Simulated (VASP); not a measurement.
# SrC8 in VASP: a series of runs

SrC8 is run at these levels: PBE+D3(BJ); tasks: single point, relaxation of cell and atoms.

Program: VASP 6.6.1. These are calculated values, not measurements. Logs are shortened: lines on timing, memory, paths and dates and some standing lists are left out, and cuts for length are marked.

### 1 The cell of the first run

It takes space group P6/mmm (No. 191, hexagonal). The conventional cell has a = 4.912 Å, b = 4.912 Å, c = 3.922 Å, α = 90.00°, β = 90.00°, γ = 120.00°. Sr (site symmetry 6/mmm) has 12 C at 2.42 Å within 3.2 Å. C (site symmetry -6m2) has 3 C at 1.42 Å within 1.9 Å. C (site symmetry mm2) has 3 C at 1.42 Å within 1.9 Å.

### 2 Single point, PBE+D3(BJ)

Input file INCAR:

```
ALGO     = Normal         # electronic algorithm
EDIFF    = 1E-7           # SCF threshold, eV
ENCUT    = 520            # plane-wave cutoff, eV
GGA      = PE             # functional
ISIF     = 2              # what is computed and relaxed
ISMEAR   = 0              # smearing method
IVDW     = 12             # dispersion correction
LASPH    = T              # aspherical terms in the spheres
LCHARG   = T              # write CHGCAR
LELF     = T              # ELF
LREAL    = F              # projectors in reciprocal space
LVHAR    = T            
LWAVE    = F              # write WAVECAR
NBANDS   = 31             # bands
NELM     = 80             # most SCF steps
PREC     = Accurate       # precision mode
SIGMA    = 0.1            # smearing width, eV
```

Input file KPOINTS:

```
k-points
0
Gamma
  6 6 4
```

Input file POSCAR:

```
SrC8
1.0
    4.9120360200      0.0000000000      0.0000000000
   -2.4560180100      4.2539479800      0.0000000000
    0.0000000000      0.0000000000      3.9221041200
Sr C
1 8
Direct
    0.0000000000      0.0000000000      0.5000000000
    0.3333333300      0.6666666700      0.0000000000
    0.3333333300      0.1666666700      0.0000000000
    0.8333333300      0.6666666700      0.0000000000
    0.8333333300      0.1666666700      0.0000000000
    0.1666666700      0.8333333300      0.0000000000
    0.1666666700      0.3333333300      0.0000000000
    0.6666666700      0.8333333300      0.0000000000
    0.6666666700      0.3333333300      0.0000000000
```

Potentials or basis: VASP PAW PBE potentials, release 64 (Sr_sv, C).

The run is started by

```sh
$ cat potpaw_PBE.64/Sr_sv/POTCAR potpaw_PBE.64/C/POTCAR > POTCAR
$ mpirun -np 1 vasp_std > vasp.out
```

OUTCAR:

```text
EDIFF = 1E-7
   ENCUT = 520
   GGA = PE
   ISIF = 2
   ISMEAR = 0
   IVDW = 12
   LASPH = T
   LREAL = F
   NELM = 80
   PREC = Accurate
 IVDW          = 12

 ion  position               nearest neighbor table
   1  0.000  0.000  0.500-   3 2.42   8 2.42   3 2.42   8 2.42   7 2.42   4 2.42   7 2.42   4 2.42
                             5 2.42   6 2.42   5 2.42   6 2.42   2 3.45   9 3.45   2 3.45   9 3.45
   2  0.333  0.667  0.000-   6 1.42   8 1.42   7 1.42   1 3.45   1 3.45   1 3.45   1 3.45   1 3.45
                             1 3.45
   3  0.333  0.167  0.000-   7 1.42   9 1.42   6 1.42   1 2.42   1 2.42
   4  0.833  0.667  0.000-   8 1.42   6 1.42   9 1.42   1 2.42   1 2.42
   5  0.833  0.167  0.000-   9 1.42   7 1.42   8 1.42   1 2.42   1 2.42
   6  0.167  0.833  0.000-   2 1.42   4 1.42   3 1.42   1 2.42   1 2.42
   7  0.167  0.333  0.000-   3 1.42   5 1.42   2 1.42   1 2.42   1 2.42
   8  0.667  0.833  0.000-   4 1.42   2 1.42   5 1.42   1 2.42   1 2.42
   9  0.667  0.333  0.000-   5 1.42   3 1.42   4 1.42   1 3.45   1 3.45   1 3.45   1 3.45   1 3.45
                             1 3.45

  LATTYP: Found a hexagonal cell.
 ALAT       =     4.9120360200
 C/A-ratio  =     0.7984681106

  Lattice vectors:

 A1 = (   4.9120360200,   0.0000000000,   0.0000000000)
 A2 = (  -2.4560180100,   4.2539479800,   0.0000000000)
 A3 = (   0.0000000000,   0.0000000000,   3.9221041200)

Analysis of symmetry for initial positions (statically):
=====================================================================
 Subroutine PRICEL returns:
 Original cell was already a primitive cell.

 Routine SETGRP: Setting up the symmetry group for a
 hexagonal supercell.

 Subroutine GETGRP returns: Found 24 space group operations
 (whereof 24 operations were pure point group operations)
 out of a pool of 24 trial point group operations.

The static configuration has the point symmetry D_6h.

Analysis of symmetry for dynamics (positions and initial velocities):
=====================================================================
 Subroutine PRICEL returns:
 Original cell was already a primitive cell.

 Routine SETGRP: Setting up the symmetry group for a
 hexagonal supercell.

 Subroutine GETGRP returns: Found 24 space group operations
 (whereof 24 operations were pure point group operations)
 out of a pool of 24 trial point group operations.

[... 115 lines left out ...]
   NFREE  =      0    steps in history (QN), initial steepest desc. (CG)
   ISIF   =      2    stress and relaxation
   ISYM   =      2    0-nonsym 1-usesym 2-fastsym
   POTIM  = 0.5000    time-step for ionic-motion
   TEBEG  =    0.0;   TEEND  =   0.0 temperature during run
   PSTRESS=    0.0 pullay stress
   NELECT =      42.0000    total number of electrons
   NUPDOWN=      -1.0000    fix difference up-down
   EMIN   =  10.00;   EMAX   =-10.00  energy-range for DOS
   EFERMI =   0.00;   METHOD = LEGACY
   ISMEAR =     0;   SIGMA  =   0.10  broadening in eV -4-tet -1-fermi 0-gaus
   EFERMI_NEDOS =   21; number of points for ismear=-14 and -15
   IALGO  =     38    algorithm
   IMIX   =      4    mixing-type and parameters
     AMIX     =   0.40;   BMIX     =  1.00
     AMIX_MAG =   1.60;   BMIX_MAG =  1.00
  volume/ion in A,a.u.               =       9.11        61.45
  Fermi-wavevector in a.u.,A,eV,Ry     =   1.310088  2.475706 23.352079  1.716329
  Thomas-Fermi vector in A             =   2.440642
   LORBIT       =      0    0 simple, 1 ext, 2 COOP (PROOUT), +10 PAW based schemes
   GGA     = PE    functional components
   LHFCALC =     F    Hartree Fock is set to
   AEXX    =    0.0000 exact exchange contribution
   IVDW    =    12    specifies the selected vdW correction
   LEPSILON=     F    determine dielectric tensor
   LRPA    =     F    only Hartree local field effects (RPA)
 non-spin polarized calculation
 Gauss-broadening in eV      SIGMA  =   0.10
  energy-cutoff  :      520.00
  volume of cell :       81.95
 maximum number of plane-waves:      2217
 NGX is ok and might be reduce to    40
   NGX = 19   NGY = 19   NGZ = 15

 number of electron      41.9999995 magnetization

 Free energy of the ion-electron system (eV)
  ---------------------------------------------------
  ext. energy  EPLUGINS =         0.00000000
  ---------------------------------------------------
  free energy    TOTEN  =       -72.81204107 eV

  energy without entropy =      -72.80710882  energy(sigma->0) =      -72.80957494

 E-fermi :   7.0502     XC(G=0): -10.8165

 val. band max:        7.0121674229   @ k =   0.1667   0.1667   0.0000
 cond. band min:       7.1108903317   @ k =   0.0000   0.0000   0.0000
 fundamental gap:      0.0987229088
 Fermi energy:         7.0502105066

 k-point     1 :       0.0000    0.0000    0.0000
  band No.  band energies     occupation
      1     -27.9622      2.00000
      2     -13.9641      2.00000
      3     -11.3050      2.00000
      4     -11.3050      2.00000
      5     -11.1367      2.00000
      6      -8.4431      2.00000
[... 703 lines left out ...]
     30      15.0876      0.00000
     31      16.3049      0.00000

------------------------ aborting loop because EDIFF is reached ----------------------------------------

 Edisp (eV)   -1.62614

 E8    (eV) :    -0.5967

  FORCE on cell =-STRESS in cart. coord.  units (eV):
  Direction    XX          YY          ZZ          XY          YZ          ZX
  --------------------------------------------------------------------------------------
  -------------------------------------------------------------------------------------
  Total      13.06452    13.06452    26.20087     0.00000     0.00000     0.00000
  in kB     255.40607   255.40607   512.21640     0.00000     0.00000     0.00000
  external pressure =      341.01 kB  Pullay stress =        0.00 kB

 VOLUME and BASIS-vectors are now :
 -----------------------------------------------------------------------------
  energy-cutoff  :      520.00
  volume of cell :       81.95
      direct lattice vectors                 reciprocal lattice vectors
     4.912036020  0.000000000  0.000000000     0.203581569  0.117537874  0.000000000
    -2.456018010  4.253947980  0.000000000     0.000000000  0.235075747  0.000000000
     0.000000000  0.000000000  3.922104120     0.000000000  0.000000000  0.254965184

 POSITION                                       TOTAL-FORCE (eV/Angst)
 -----------------------------------------------------------------------------------
      0.00000      0.00000      1.96105         0.000000     -0.000000      0.000000
     -0.00000      2.83597      0.00000         0.000000     -0.000000      0.000000
      1.22801      0.70899      0.00000         1.838359      1.061377     -0.000000
      2.45602      2.83597      0.00000         0.000000     -2.122754     -0.000000
      3.68403      0.70899      0.00000        -1.838359      1.061377      0.000000
     -1.22801      3.54496      0.00000         1.838359     -1.061377      0.000000
      0.00000      1.41798      0.00000        -0.000000      2.122754      0.000000
      1.22801      3.54496      0.00000        -1.838359     -1.061377     -0.000000
      2.45602      1.41798      0.00000         0.000000      0.000000      0.000000
 -----------------------------------------------------------------------------------
    total drift:                               -0.000000      0.000000      0.000000

  FREE ENERGIE OF THE ION-ELECTRON SYSTEM (eV)
  ---------------------------------------------------
  free  energy   TOTEN  =       -74.4381822521 eV

  energy  without entropy=      -74.4332500062  energy(sigma->0) =      -74.43571613
```

Wall time 44 s (1 thread of Intel Xeon Platinum 8559C (Emerald Rapids), shared host); peak memory 0.24 GiB.

Results:

```yaml
Free_energy: -74.4382 eV
Pressure: 34.1 GPa
Largest_force: 2.123 eV/Å
Band_gap_on_the_k_mesh: zero (bands 21 and 22 overlap by 2.46 eV)
Dispersion_energy_per_atom: -0.181 eV
```

Forces in eV/Å, atoms in the order of the input:
```
Sr   0.000  0.000  0.000
C    0.000  0.000  0.000
C    1.838  1.061  0.000
C    0.000 -2.123  0.000
C   -1.838  1.061  0.000
C    1.838 -1.061  0.000
C    0.000  2.123  0.000
C   -1.838 -1.061  0.000
C    0.000  0.000  0.000
```

Caveat: the k points lie up to 0.40 Å⁻¹ apart, too coarse for converged energies and pressures of a metal; forces of over 1 eV/Å act on the atoms, so gaps and moduli don't describe the material at rest.

### 3 Single point, PBE+D3(BJ)

This run uses another cell than the first one, of 11.57 Å³/atom.

Input file INCAR:

```
ALGO     = Normal         # electronic algorithm
EDIFF    = 1E-7           # SCF threshold, eV
ENCUT    = 520            # plane-wave cutoff, eV
GGA      = PE             # functional
ISIF     = 2              # what is computed and relaxed
ISMEAR   = 0              # smearing method
IVDW     = 12             # dispersion correction
LASPH    = True           # aspherical terms in the spheres
LCHARG   = True           # write CHGCAR
LELF     = True           # ELF
LREAL    = False          # projectors in reciprocal space
LVHAR    = True         
LWAVE    = False          # write WAVECAR
NBANDS   = 31             # bands
NELM     = 60             # most SCF steps
PREC     = Accurate       # precision mode
SIGMA    = 0.1            # smearing width, eV
```

KPOINTS is that of step 2.

Input file POSCAR:

```
SrC8
1.0
    4.9848714173      0.0000000000      0.0000000000
   -2.4924357087      4.3170252820      0.0000000000
    0.0000000000      0.0000000000      4.8383431460
Sr C
1 8
Direct
    0.0000000000      0.0000000000      0.5000000000
    0.3333333333      0.6666666667      0.0000000000
    0.3345774814      0.1672887407      0.0000000000
    0.8327112593      0.6654225186      0.0000000000
    0.8327112593      0.1672887407      0.0000000000
    0.1672887407      0.8327112593      0.0000000000
    0.1672887407      0.3345774814      0.0000000000
    0.6654225186      0.8327112593      0.0000000000
    0.6666666667      0.3333333333      0.0000000000
```

Potentials or basis: VASP PAW PBE potentials, release 64 (Sr_sv, C).

The run is started by

```sh
$ cat potpaw_PBE.64/Sr_sv/POTCAR potpaw_PBE.64/C/POTCAR > POTCAR
$ mpirun -np 1 vasp_std > vasp.out
```

Wall time 56 s (1 thread of Intel Xeon Platinum 8559C (Emerald Rapids), shared host); peak memory 0.26 GiB.

The run converged. Its results:

| Quantity | Value |
| --- | --- |
| Free energy | -77.0300 eV |
| Pressure | 0.3 GPa |
| Largest force | 0.010 eV/Å |
| Band gap on the k mesh | zero (bands 21 and 22 overlap by 1.63 eV) |
| Dispersion energy per atom | -0.146 eV |

Forces on the atoms (eV/Å):
```
Sr   0.000  0.000  0.000
C    0.000  0.000  0.000
C    0.009  0.005  0.000
C    0.000 -0.010  0.000
C   -0.009  0.005  0.000
C    0.009 -0.005  0.000
C    0.000  0.010  0.000
C   -0.009 -0.005  0.000
C    0.000  0.000  0.000
```

Stress tensor (GPa, compression positive):
```
0.40 0.00 0.00
0.00 0.40 0.00
0.00 0.00 0.20
```

Levels at points of the mesh, in eV from the Fermi level:
```csv
k point,band 18,band 19,band 20,band 21,band 22,band 23,band 24,band 25
"(0.00, 0.00, 0.00)",-4.20,-4.20,-3.59,-0.91,-0.04,-0.04,0.56,2.41
"(0.50, 0.00, 0.00)",-6.16,-4.95,-3.99,0.63,0.71,1.05,1.58,3.52
"(0.00, 0.00, 0.50)",-3.94,-3.94,-3.77,-1.10,-0.98,-0.98,1.46,3.93
"(0.50, 0.00, 0.50)",-6.16,-4.51,-4.33,0.35,1.16,1.92,3.12,3.25
```

### 4 Single point, PBE+D3(BJ)

This run uses another cell than the first one, of 11.53 Å³/atom.

Input file INCAR:

```
PREC = Accurate
ENCUT = 520
EDIFF = 1E-7
ISMEAR = 0
SIGMA = 0.2
LREAL = False
LASPH = True
NELM = 80
ALGO = Normal
ISIF = 2
LWAVE = False
LCHARG = False
GGA = PE
IVDW = 12
NBANDS = 31
```

Input file KPOINTS:

```
regular mesh
0
Gamma
  4 6 6
```

Input file POSCAR:

```
SrC8
1.0
    0.0000000000      0.0000000000      4.8180121727
    4.9873857008      0.0000000000      0.0000000000
   -2.4936928504      4.3192027154      0.0000000000
Sr C
1 8
Direct
    0.5000000000      0.0000000000      0.0000000000
    0.0000000000      0.3333333333      0.6666666667
    0.0000000000      0.3345133978      0.1672566989
    0.0000000000      0.8327433011      0.6654866022
    0.0000000000      0.8327433011      0.1672566989
    1.0000000000      0.1672566989      0.8327433011
    0.0000000000      0.1672566989      0.3345133978
    0.0000000000      0.6654866022      0.8327433011
    0.0000000000      0.6666666667      0.3333333333
```

The run is started by

```sh
$ cat potpaw_PBE.64/Sr_sv/POTCAR potpaw_PBE.64/C/POTCAR > POTCAR
$ mpirun -np 1 vasp_std > vasp.out
```

Wall time 53 s (1 thread of Intel Xeon Platinum 8559C (Emerald Rapids), shared host); peak memory 0.26 GiB.

It converged, with:

| Item | Value |
| --- | --- |
| Free energy | -77.0384 eV |
| Pressure | 0.3 GPa |
| Largest force | 0.037 eV/Å |
| Band gap on the k mesh | zero (bands 21 and 22 overlap by 1.63 eV) |
| Dispersion energy per atom | -0.146 eV |

Forces in eV/Å, atoms in the order of the input:
```
Sr   0.000  0.000  0.000
C    0.000  0.000  0.000
C    0.032  0.018  0.000
C    0.000 -0.037  0.000
C   -0.032  0.018  0.000
C    0.032 -0.018  0.000
C    0.000  0.037  0.000
C   -0.032 -0.018  0.000
C    0.000  0.000  0.000
```

Stress tensor (GPa, compression positive):
```
0.14 0.00 0.00
0.00 0.14 0.00
0.00 0.00 0.57
```

Levels at points of the mesh, in eV from the Fermi level:
```csv
k point,band 19,band 20,band 21,band 22,band 23,band 24
"(0.00, 0.00, 0.00)",-4.18,-3.57,-0.87,-0.03,-0.03,0.59
"(0.50, 0.00, 0.00)",-3.92,-3.75,-1.08,-0.98,-0.98,1.53
"(0.00, 0.50, 0.00)",-4.94,-3.96,0.63,0.75,1.06,1.64
"(0.50, 0.50, 0.00)",-4.50,-4.31,0.35,1.17,1.97,3.19
```

(Part 1 of 2 ends here.)
